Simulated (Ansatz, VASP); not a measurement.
## Two plane-wave programs on Te4W

```
Te W
1.0
     4.69167   -4.67909    0.00000
     4.69167    4.67909    0.00000
     0.00000    0.00000    3.36761
Te W
4 1
Direct
  0.78713 0.21287 0.50000
  0.27155 0.27155 0.00000
  0.72845 0.72845 0.00000
  0.21287 0.78713 0.50000
  0.50000 0.50000 0.50000
```

Change from the starting cell: species swapped into the FeCl4 type (Cmmm, No. 65).

Alike in both runs: functional PBE; k mesh 4 × 4 × 4; occupations gaussian, width 0.1 eV; no spin polarisation.

Ansatz relaxed the structure, and its values are those at the end. VASP's run is a single point on that final structure, the one shown.

```csv
,VASP,Ansatz
version,VASP 6.6.1,Ansatz 0.2.0
potentials or method,"VASP PAW PBE potentials, release 64 (Te, W_sv), cutoff 520 eV","scalar-relativistic, plane waves, PAW"
valence electrons in the cell,38,78
```

VASP gave:

| Property | Result |
| --- | --- |
| gap on the k mesh at the Fermi level (eV) | none |
| pressure (GPa) | 0.1 |
| rms of the force components (eV/Å) | 0.004 |

Question: What did Ansatz give for the same quantities?

Answer: gap on the k mesh at the Fermi level (eV): none; pressure (GPa): 0.1; rms of the force components (eV/Å): 0.003.

A gap of «none» marks a metal or a gap that the smearing closes. VASP's potentials hold 38 valence electrons a cell and Ansatz's 78, so a difference there can come from the potentials and not from the codes.

The k mesh is coarse, so the values compare programs but aren't converged. Neither program's run includes spin-orbit coupling.
